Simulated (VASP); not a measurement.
# Ga (I-43d) in VASP: further runs, part 2 of 2

VASP 6.6.1.

## Step 3: Single point, PBEsol

This run uses another cell than the first one, of 18.62 Å³/atom.

Input file INCAR:

```
ALGO = Normal
EDIFF = 1E-6
ENCUT = 520
GGA = PS
ISIF = 2
ISMEAR = -1
LASPH = T
LCHARG = F
LREAL = F
LWAVE = F
NBANDS = 48
NELM = 80
PREC = Accurate
SIGMA = 0.15
```

Input file KPOINTS:

```
k-points
0
Gamma
  6 6 6
```

Input file POSCAR:

```
Ga
1.0
   -3.0338579531      3.0338579531      3.0338579531
    3.0338579531     -3.0338579531      3.0338579531
    3.0338579531      3.0338579531     -3.0338579531
Ga
6
Direct
    0.2500000000      0.6250000000      0.3750000000
    0.3750000000      0.2500000000      0.6250000000
    0.7500000000      0.8750000000      0.1250000000
    0.1250000000      0.7500000000      0.8750000000
    0.6250000000      0.3750000000      0.2500000000
    0.8750000000      0.1250000000      0.7500000000
```

Potentials or basis: VASP PAW PBE potentials, release 64 (Ga_d).

Started as:

```
$ cat potpaw_PBE.64/Ga_d/POTCAR > POTCAR
$ mpirun -np 1 vasp_std > vasp.out
```

OUTCAR:

```text
EDIFF = 1E-6
   ENCUT = 520
   GGA = PS
   ISIF = 2
   ISMEAR = -1
   LASPH = T
   LREAL = F
   NELM = 80
   PREC = Accurate

 ion  position               nearest neighbor table
   1  0.250  0.625  0.375-   6 2.84   2 2.84   2 2.84   4 2.84   5 2.84   4 2.84   6 2.84   5 2.84

   2  0.375  0.250  0.625-   3 2.84   5 2.84   1 2.84   5 2.84   6 2.84   1 2.84   6 2.84   3 2.84

   3  0.750  0.875  0.125-   2 2.84   6 2.84   4 2.84   5 2.84   6 2.84   5 2.84   2 2.84   4 2.84

   4  0.125  0.750  0.875-   3 2.84   5 2.84   1 2.84   3 2.84   6 2.84   1 2.84   6 2.84   5 2.84

   5  0.625  0.375  0.250-   1 2.84   4 2.84   1 2.84   2 2.84   3 2.84   2 2.84   3 2.84   4 2.84

   6  0.875  0.125  0.750-   4 2.84   1 2.84   2 2.84   3 2.84   4 2.84   3 2.84   2 2.84   1 2.84

  LATTYP: Found a body centered cubic cell.
 ALAT       =     6.0677159062

  Lattice vectors:

 A1 = (  -3.0338579531,   3.0338579531,   3.0338579531)
 A2 = (   3.0338579531,  -3.0338579531,   3.0338579531)
 A3 = (   3.0338579531,   3.0338579531,  -3.0338579531)

Analysis of symmetry for initial positions (statically):
=====================================================================
 Subroutine PRICEL returns:
 Original cell was already a primitive cell.

 Routine SETGRP: Setting up the symmetry group for a
 body centered cubic supercell.

 Subroutine GETGRP returns: Found 24 space group operations
 (whereof  3 operations were pure point group operations)
 out of a pool of 48 trial point group operations.

The static configuration has the point symmetry C_3 .
 The point group associated with its full space group is T_d .

Analysis of symmetry for dynamics (positions and initial velocities):
=====================================================================
 Subroutine PRICEL returns:
[... 126 lines left out ...]
   IALGO  =     38    algorithm
   IMIX   =      4    mixing-type and parameters
     AMIX     =   0.40;   BMIX     =  1.00
     AMIX_MAG =   1.60;   BMIX_MAG =  1.00
  volume/ion in A,a.u.               =      18.62       125.63
  Fermi-wavevector in a.u.,A,eV,Ry     =   1.452416  2.744669 28.701670  2.109513
  Thomas-Fermi vector in A             =   2.569801
   LORBIT       =      0    0 simple, 1 ext, 2 COOP (PROOUT), +10 PAW based schemes
   GGA     = PS    functional components
   LHFCALC =     F    Hartree Fock is set to
   AEXX    =    0.0000 exact exchange contribution
   IVDW    =     0    specifies the selected vdW correction
   LEPSILON=     F    determine dielectric tensor
   LRPA    =     F    only Hartree local field effects (RPA)
 non-spin polarized calculation
  energy-cutoff  :      520.00
  volume of cell :      111.70
 maximum number of plane-waves:      3043
   NGX = 19   NGY = 19   NGZ = 19

 number of electron      78.0000111 magnetization

 Free energy of the ion-electron system (eV)
  ---------------------------------------------------
  ext. energy  EPLUGINS =         0.00000000
  ---------------------------------------------------
  free energy    TOTEN  =       -20.04468240 eV

  energy without entropy =      -19.84211664  energy(sigma->0) =      -19.94339952

 E-fermi :   5.3455     XC(G=0): -11.2026

 val. band max:        5.3254142713   @ k =   0.3333   0.1667   0.1667
 cond. band min:       5.3725356430   @ k =   0.3333   0.3333   0.0000
 fundamental gap:      0.0471213717
 Fermi energy:         5.3454717147

 k-point     1 :       0.0000    0.0000    0.0000
  band No.  band energies     occupation
      1      -9.4939      2.00000
      2      -9.4598      2.00000
      3      -9.4598      2.00000
      4      -9.4288      2.00000
      5      -9.4288      2.00000
      6      -9.4288      2.00000
[... 805 lines left out ...]
     47      13.0815      0.00000
     48      13.0816      0.00000

------------------------ aborting loop because EDIFF is reached ----------------------------------------

  FORCE on cell =-STRESS in cart. coord.  units (eV):
  Direction    XX          YY          ZZ          XY          YZ          ZX
  --------------------------------------------------------------------------------------
  -------------------------------------------------------------------------------------
  Total       -1.6934134     -1.6934134     -1.6934134      0.0000000     -0.0000000      0.0000000
  in kB      -24.2900190    -24.2900190    -24.2900190      0.0000000     -0.0000000      0.0000000
  external PRESSURE =     -24.2900190 kB  Pullay stress =       0.0000000 kB

 VOLUME and BASIS-vectors are now :
 -----------------------------------------------------------------------------
  energy-cutoff  :      520.00
  volume of cell :      111.70
      direct lattice vectors                 reciprocal lattice vectors
    -3.033857953  3.033857953  3.033857953     0.000000000  0.164806661  0.164806661
     3.033857953 -3.033857953  3.033857953     0.164806661  0.000000000  0.164806661
     3.033857953  3.033857953 -3.033857953     0.164806661  0.164806661  0.000000000

 POSITION                                       TOTAL-FORCE (eV/Angst)
 -----------------------------------------------------------------------------------
      2.27539      0.00000      1.51693        -0.000000     -0.000000      0.000000
      1.51693      2.27539      0.00000        -0.000000      0.000000     -0.000000
      0.75846      0.00000      4.55079         0.000000      0.000000      0.000000
      4.55079      0.75846      0.00000         0.000000      0.000000     -0.000000
      0.00000      1.51693      2.27539         0.000000      0.000000      0.000000
      0.00000      4.55079      0.75846        -0.000000     -0.000000      0.000000
 -----------------------------------------------------------------------------------
    total drift:                                0.000000      0.000000      0.000000

  FREE ENERGIE OF THE ION-ELECTRON SYSTEM (eV)
  ---------------------------------------------------
  free  energy   TOTEN  =       -20.0446823965 eV

  energy  without entropy=      -19.8421166422  energy(sigma->0) =      -19.94339952
```

OSZICAR:

```text
N       E                     dE             d eps       ncg     rms          rms(c)
DAV:   1     0.671756628591E+03    0.67176E+03   -0.36393E+04  1576   0.312E+03
DAV:   2     0.844772209298E+02   -0.58728E+03   -0.56958E+03  1544   0.685E+02
DAV:   3    -0.154917749105E+02   -0.99969E+02   -0.95684E+02  1744   0.194E+02
DAV:   4    -0.201652168017E+02   -0.46734E+01   -0.46037E+01  1768   0.453E+01
DAV:   5    -0.203036027301E+02   -0.13839E+00   -0.13821E+00  1808   0.844E+00    0.246E+00
DAV:   6    -0.200887140072E+02    0.21489E+00   -0.55746E-01  1984   0.794E+00    0.115E+00
DAV:   7    -0.200496443255E+02    0.39070E-01   -0.82060E-02  2072   0.240E+00    0.354E-01
DAV:   8    -0.200446026829E+02    0.50416E-02   -0.12005E-02  1696   0.102E+00    0.333E-02
DAV:   9    -0.200446821782E+02   -0.79495E-04   -0.95426E-04  2336   0.223E-01    0.149E-02
DAV:  10    -0.200446832047E+02   -0.10265E-05   -0.92375E-05  1888   0.972E-02    0.260E-03
DAV:  11    -0.200446823965E+02    0.80826E-06   -0.71090E-06  1688   0.281E-02
   1 F= -.20044682E+02 E0= -.19943400E+02  d E =-.202566E+00
```

stdout:

```text
POSCAR found type information on POSCAR Ga
 POSCAR found :  1 types and       6 ions
 scaLAPACK will be used
 -----------------------------------------------------------------------------
|                                                                             |
|                                                                             |
|     You enforced a specific xc type in the INCAR file but a different       |
|     I HOPE YOU KNOW WHAT YOU ARE DOING!                                     |
|                                                                             |
 -----------------------------------------------------------------------------

 LDA part: xc-table for (Slater+PW92), standard interpolation
 POSCAR, INCAR and KPOINTS ok, starting setup
 FFT: planning ... GRIDC
 FFT: planning ... GRID_SOFT
 FFT: planning ... GRID
 WAVECAR not read
 entering main loop
```

It took 34 s on 1 thread of Intel Xeon 6975P-C (Granite Rapids), shared host; peak memory 0.25 GiB.

Results:

```
Free energy            : -20.0447 eV
Pressure               : -2.4 GPa
Band gap on the k mesh : zero (bands 39 and 40 overlap by 3.62 eV)
```

Levels at points of the mesh, in eV from the Fermi level:
```tsv
k point	band 35	band 36	band 37	band 38	band 39	band 40	band 41	band 42	band 43	band 44
(0.00, 0.00, 0.00)	-2.93	-2.93	-2.13	-2.13	-2.13	-1.77	-1.77	-1.77	-1.65	5.25
(0.50, 0.00, 0.00)	-4.42	-4.42	-0.75	-0.75	-0.34	-0.34	2.95	2.95	3.30	3.30
(0.50, 0.50, 0.50)	-6.84	-6.84	1.54	1.54	1.65	1.65	1.65	1.65	1.65	1.65
```

Caveat: the PAW data sets were made with another functional, which shifts forces and pressure a little.
